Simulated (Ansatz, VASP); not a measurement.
# Two plane-wave programs on Al12H

The input INCAR:

```
PREC     = Accurate       # precision mode
ENCUT    = 520            # plane-wave cutoff, eV
EDIFF    = 1E-6           # SCF threshold, eV
ISMEAR   = 0              # smearing method
SIGMA    = 0.1            # smearing width, eV
LREAL    = False          # projectors in reciprocal space
LASPH    = True           # aspherical terms in the spheres
NELM     = 150            # most SCF steps
ALGO     = Normal         # electronic algorithm
ISIF     = 2              # what is computed and relaxed
LWAVE    = False          # write WAVECAR
LCHARG   = False          # write CHGCAR
ISPIN    = 2              # spin polarisation
MAGMOM   = 0 0 0 0 0 0 0 0 0 0 0 0 1 # initial moments
LORBIT   = 11             # projections on sites
LDIPOL   = True         
IDIPOL   = 3            
DIPOL    = 0.5 0.5 0.306
GGA      = PE             # functional
NBANDS   = 34             # bands
```

Contents of KPOINTS:

```
Automatic mesh
0
Gamma
  6 6 1
```

Contents of POSCAR:

```
Al12H
1.0
    5.7135165838      0.0000000000      0.0000000000
   -2.8567582919      4.9480505065      0.0000000000
    0.0000000000      0.0000000000     21.6013781936
Al H
12 1
Direct
    0.3333333333      0.1666666667      0.1851733702
    0.3333333333      0.6666666667      0.1851733702
    0.8333333333      0.1666666667      0.1851733702
    0.8333333333      0.6666666667      0.1851733702
    0.1666666667      0.3333333333      0.2916813828
    0.1666666667      0.8333333333      0.2916813828
    0.6666666667      0.3333333333      0.2916813828
    0.6666666667      0.8333333333      0.2916813828
    0.0000000000      0.0000000000      0.3981865470
    0.0000000000      0.5000000000      0.3981865470
    0.5000000000      0.0000000000      0.3981865470
    0.5000000000      0.5000000000      0.3981865470
    0.1666666667     -0.1666666667      0.4754964290
```

Input for Ansatz:

```yaml
crystal:
  lattice:
    - [5.7135165838, 0.0, 0.0]
    - [-2.8567582919, 4.9480505065, 0.0]
    - [0.0, 0.0, 21.6013781936]
  atoms:
    - { symbol: Al, position: [0.3333333333, 0.1666666667, 0.1851733702] }
    - { symbol: Al, position: [0.3333333333, 0.6666666667, 0.1851733702] }
    - { symbol: Al, position: [0.8333333333, 0.1666666667, 0.1851733702] }
    - { symbol: Al, position: [0.8333333333, 0.6666666667, 0.1851733702] }
    - { symbol: Al, position: [0.1666666667, 0.3333333333, 0.2916813828] }
    - { symbol: Al, position: [0.1666666667, 0.8333333333, 0.2916813828] }
    - { symbol: Al, position: [0.6666666667, 0.3333333333, 0.2916813828] }
    - { symbol: Al, position: [0.6666666667, 0.8333333333, 0.2916813828] }
    - { symbol: Al, position: [0.0, 0.0, 0.398186547] }
    - { symbol: Al, position: [0.0, 0.5, 0.398186547] }
    - { symbol: Al, position: [0.5, 0.0, 0.398186547] }
    - { symbol: Al, position: [0.5, 0.5, 0.398186547] }
    - { symbol: H, position: [0.1666666667, -0.1666666667, 0.475496429], spin: 1.0 }
basis:
  ecutwfc: 420
kpoints:
  mp_grid: { grid: [6, 6, 1] }
hamiltonian:
  xc: pbe
  pseudopotentials: { kind: paw, azcp: { folder: soft_1 } }
scf:
  occupations: { method: gaussian, width: 0.1 }
output:
  forces: true
  eigenvalues: true
  populations: true
magnetization:
  spin_polarized: true
efield:
  axis: 3
  dipole_correction: true
  ramp_width: 0.04
```

Alike in both runs: task single point; functional PBE; k mesh 6 × 6 × 1; occupations gaussian, width 0.1 eV; collinear spin.

|  | VASP | Ansatz |
| --- | --- | --- |
| version | VASP 6.6.1 | Ansatz 0.2.0 |
| potentials or method | VASP PAW PBE potentials, release 64 (Al, H), cutoff 520 eV | scalar-relativistic, plane waves, PAW |
| valence electrons in the cell | 37 | 37 |

Ansatz gave:

| Property | Result |
| --- | --- |
| gap on the k mesh at the Fermi level (eV) | none |
| rms of the force components (eV/Å) | 0.263 |
| net moment per atom (μB) | 0.00 |

Which values does VASP return?

gap on the k mesh at the Fermi level (eV): none; rms of the force components (eV/Å): 0.264; net moment per atom (μB): 0.00.

Atom by atom the forces differ by 0.001 eV/Å (rms over components). A gap of «none» marks a metal or a gap that the smearing closes. Ansatz's warnings: seeded moment not kept.
